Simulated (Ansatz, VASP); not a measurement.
## TiAl: VASP beside Ansatz

Contents of INCAR:

```
SYSTEM = TiAl
  ALGO = Normal
  EDIFF = 1E-7
  ENCUT = 520
  GGA = PE
  ISIF = 2
  ISMEAR = 0
  LASPH = .True.
  LCHARG = .False.
  LREAL = .False.
  LWAVE = .False.
  NBANDS = 14
  NELM = 100
  PREC = Accurate
  SIGMA = 0.1
```

Contents of KPOINTS:

```
k-points
0
Gamma
  12 12 12
  0 0 0
```

The input POSCAR:

```
TiAl
1.0
    3.1790640000      0.0000000000      0.0000000000
    0.0000000000      3.1790640000      0.0000000000
    0.0000000000      0.0000000000      3.1790640000
Ti Al
1 1
Direct
    0.0000000000      0.0000000000      0.0000000000
    0.5000000000      0.5000000000      0.5471836994
```

Input for Ansatz:

```yaml
crystal:
  lattice:
    - [3.179064, 0.0, 0.0]
    - [0.0, 3.179064, 0.0]
    - [0.0, 0.0, 3.179064]
  atoms:
    - { symbol: Ti, position: [0.0, 0.0, 0.0] }
    - { symbol: Al, position: [0.5, 0.5, 0.5471836994] }
basis:
  ecutwfc: 420
kpoints:
  mp_grid: { grid: [12, 12, 12] }
hamiltonian:
  xc: pbe
scf:
  occupations: { method: gaussian, width: 0.1 }
output:
  forces: true
  stress: true
  eigenvalues: true
```

Change from the starting cell: one atom moved.

Alike in both runs: task single point; functional PBE; k mesh 12 × 12 × 12; occupations gaussian, width 0.1 eV; no spin polarisation.

```csv
,VASP,Ansatz
version,VASP 6.6.1,Ansatz 0.2.0
potentials or method,"VASP PAW PBE potentials, release 64 (Ti_sv, Al), cutoff 520 eV","scalar-relativistic, plane waves, PAW"
valence electrons in the cell,15,15
```

```csv
,VASP,Ansatz,Ansatz less VASP
gap on the k mesh at the Fermi level (eV),none,none,-
pressure (GPa),1.7,1.7,+0.04
"traceless stress, the component that is largest in VASP (GPa)",-0.73,-0.73,+0.005
rms of the force components (eV/Å),0.545,0.545,-0.0003
```

Atom by atom the forces differ by 0.000 eV/Å (rms over components). A gap of «none» marks a metal or a gap that the smearing closes. The functional is the same, so the differences come from potentials, cutoffs and numerics.
